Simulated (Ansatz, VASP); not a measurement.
## Two plane-wave programs on SnO2

```
Sn O
1.0
    -1.98615    1.98615    5.09098
     1.98615   -1.98615    5.09098
     1.98615    1.98615   -5.09098
Sn O
2 4
Direct
  0.75000 0.25000 0.50000
  0.00000 0.00000 0.00000
  0.79702 0.79702 0.00000
  0.95298 0.45298 0.50000
  0.20298 0.20298 0.00000
  0.54702 0.04702 0.50000
```

Alike in both runs: functional LDA; k mesh 8 × 8 × 8; no spin polarisation.

Ansatz relaxed the structure, and its values are those at the end. VASP's run is a single point on that final structure, the one shown.

|  | VASP | Ansatz |
| --- | --- | --- |
| version | VASP 6.6.1 | Ansatz 0.2.0 |
| potentials or method | VASP PAW LDA potentials, release 64 (Sn_d, O), cutoff 520 eV | plane waves, PAW |
| occupations | gaussian, width 0.01 eV | fixed |
| valence electrons in the cell | 52 | 52 |

```csv
,VASP,Ansatz,Ansatz less VASP
pressure (GPa),0.9,0.0,-0.92
rms of the force components (eV/Å),0.018,0.000,-0.0183
```

LDA's correlation is that of Perdew and Zunger in VASP and of Perdew and Wang (1992) in Ansatz. Ansatz's warnings: stress scf threshold loose.
